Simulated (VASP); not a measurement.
Write the native input for VASP 6.6.1 that does the following.

```yaml
Task: relaxation of cell and atoms
Functional: PBE
Potentials_or_basis: VASP PAW PBE potentials, release 64 (Zr_sv, Se, S)
Cutoff: 600 eV
k_mesh: 6 × 6 × 2
Occupations: gaussian, width 0.1 eV
Spin: no spin polarisation
Dipole_correction: no
Further_INCAR_settings: ALGO = Normal; EDIFF = 1e-07; IBRION = 2; EDIFFG = -0.04; NSW = 90; ISIF = 3
```

The structure of Zr3SeS2 lies in POSCAR:

```
Zr3SeS2
1.0
    3.3771932700      0.0000000000      0.0000000000
    0.0000000000      3.3771932700      0.0000000000
    0.0000000000      0.0000000000     10.3512074100
Zr Se S
3 1 2
Direct
    0.5000000000      0.5000000000      0.1817286000
    0.5000000000      0.5000000000      0.5000000000
    0.5000000000      0.5000000000      0.8182714000
    0.0000000000      0.0000000000      0.0000000000
    0.0000000000      0.0000000000      0.3392778000
    0.0000000000      0.0000000000      0.6607222000
```

The cell was built from a structure type or drawn by symmetry, and may not be a known phase.

The input as run:

INCAR

```
  ALGO = Normal
  EDIFF = 1E-7
  EDIFFG = -0.04
  ENCUT = 600
  GGA = PE
  IBRION = 2
  ISIF = 3
  ISMEAR = 0
  LASPH = T
  LCHARG = F
  LREAL = F
  LWAVE = F
  NELM = 80
  NSW = 90
  PREC = Accurate
  SIGMA = 0.1
```

KPOINTS

```
k-points
0
Gamma
  6 6 2
```

Potentials or basis: VASP PAW PBE potentials, release 64 (Zr_sv, Se, S).

Run with:

```console
$ cat potpaw_PBE.64/Zr_sv/POTCAR potpaw_PBE.64/Se/POTCAR potpaw_PBE.64/S/POTCAR > POTCAR
$ mpirun -np 1 vasp_std > vasp.out
```

Results of the run:

```yaml
Relaxed_volume: 17.46 Å³/atom
Relaxed_cell: a = 3.268 Å, b = 3.268 Å, c = 9.814 Å, α = 90.00°, β = 90.00°, γ = 90.00°
Space_group_after_relaxing_to_0.1_Å: P4/mmm (No. 123)
Energy_gained_by_relaxing: 105.5 meV/atom
Ionic_steps: 11
Pressure_after_relaxing: 0.0 GPa
Largest_force_after_relaxing: 0.008 eV/Å
Band_gap_on_the_k_mesh: zero (bands 27 and 28 overlap by 2.61 eV)
```

Run time: 20 min on 1 thread of Intel Xeon 8259CL (shared host), peak memory 0.32 GiB.
